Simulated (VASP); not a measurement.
## Sn2GeO2: relaxation of cell and atoms with PBE

Sn2GeO2:

```
Sn Ge O
1.0
    -2.07403    2.07403    5.18836
     2.07403   -2.07403    5.18836
     2.07403    2.07403   -5.18836
Sn Ge O
2 1 2
Direct
  0.37871 0.37871 0.00000
  0.62129 0.62129 0.00000
  0.00000 0.00000 0.00000
  0.75000 0.25000 0.50000
  0.25000 0.75000 0.50000
```

The cell was built from a structure type or drawn by symmetry, and may not be a known phase.

```
Program                : VASP 6.6.1
Task                   : relaxation of cell and atoms
Functional             : PBE
Potentials or basis    : VASP PAW PBE potentials, release 64 (Sn_d, Ge_d, O)
Cutoff                 : 600 eV
k mesh                 : 6 × 6 × 6
Occupations            : gaussian, width 0.1 eV
Spin                   : no spin polarisation
Dipole correction      : no
Further INCAR settings : ALGO = Normal; EDIFF = 1e-06; IBRION = 2; EDIFFG = -0.04; NSW = 90; ISIF = 3
```

```
Relaxed volume                        : 17.33 Å³/atom
Relaxed cell                          : a = 6.852 Å, b = 6.852 Å, c = 6.852 Å, α = 148.68°, β = 148.68°, γ = 44.88°
Space group after relaxing (to 0.1 Å) : I4/mmm (No. 139)
Energy gained by relaxing             : 586.8 meV/atom
Ionic steps                           : 13
Pressure after relaxing               : 0.2 GPa
Largest force after relaxing          : 0.032 eV/Å
Band gap on the k mesh                : zero (bands 27 and 28 overlap by 3.09 eV)
```

Forces on the atoms (eV/Å):
```
Sn   0.000  0.000  0.032
Sn   0.000  0.000 -0.032
Ge   0.000  0.000  0.000
O    0.000  0.000  0.000
O    0.000  0.000  0.000
```

The path:
```csv
step,energy change (eV),largest force (eV/Å),pressure (GPa),volume (Å³)
1,0.0000,5.7797,-3.85,89.27
2,-2.1540,0.2699,2.93,83.50
3,-2.1734,1.4181,6.43,82.27
4,-2.1847,0.9774,5.03,82.72
5,-2.8203,0.3504,-0.79,87.69
6,-2.9001,0.2374,-3.02,90.24
7,-2.9004,0.1703,-2.82,89.98
8,-2.9216,0.2817,1.41,86.33
9,-2.9319,0.1115,-0.28,87.63
10,-2.9318,0.1183,-0.19,87.58
11,-2.9333,0.0490,-0.14,87.30
12,-2.9339,0.0342,-0.11,86.97
13,-2.9342,0.0318,0.19,86.65
```

Final structure:
```yaml
crystal:
  lattice:
    - [-1.84953, 1.84953, 6.33268]
    - [1.84953, -1.84953, 6.33268]
    - [1.84953, 1.84953, -6.33268]
  atoms:
    - { symbol: Sn, position: [0.34734, 0.34734, 0.00000] }
    - { symbol: Sn, position: [0.65266, 0.65266, 0.00000] }
    - { symbol: Ge, position: [0.00000, 0.00000, 0.00000] }
    - { symbol: O, position: [0.75000, 0.25000, 0.50000] }
    - { symbol: O, position: [0.25000, 0.75000, 0.50000] }
```

Levels at points of the mesh, in eV from the Fermi level:
| k point | band 25 | band 26 | band 27 | band 28 | band 29 | band 30 |
| --- | --- | --- | --- | --- | --- | --- |
| (0.00, 0.00, 0.00) | -2.64 | -1.83 | 0.87 | 0.87 | 1.63 | 2.50 |
| (0.50, 0.00, 0.00) | -4.13 | -1.58 | -0.69 | 2.26 | 2.57 | 4.05 |
| (0.50, 0.50, 0.00) | -1.99 | -1.99 | -1.73 | -1.50 | 0.42 | 1.36 |
| (0.50, 0.50, 0.50) | -2.64 | -0.29 | 1.35 | 1.35 | 2.14 | 3.54 |

It took 27 min on 1 thread of Intel(R) Xeon(R) Platinum 8259CL CPU @ 2.50GHz (Skylake/Cascade Lake), on a shared host, peak memory 0.41 GiB.

Caveat: spin-orbit coupling is left out, which moves the levels of the heavy elements.
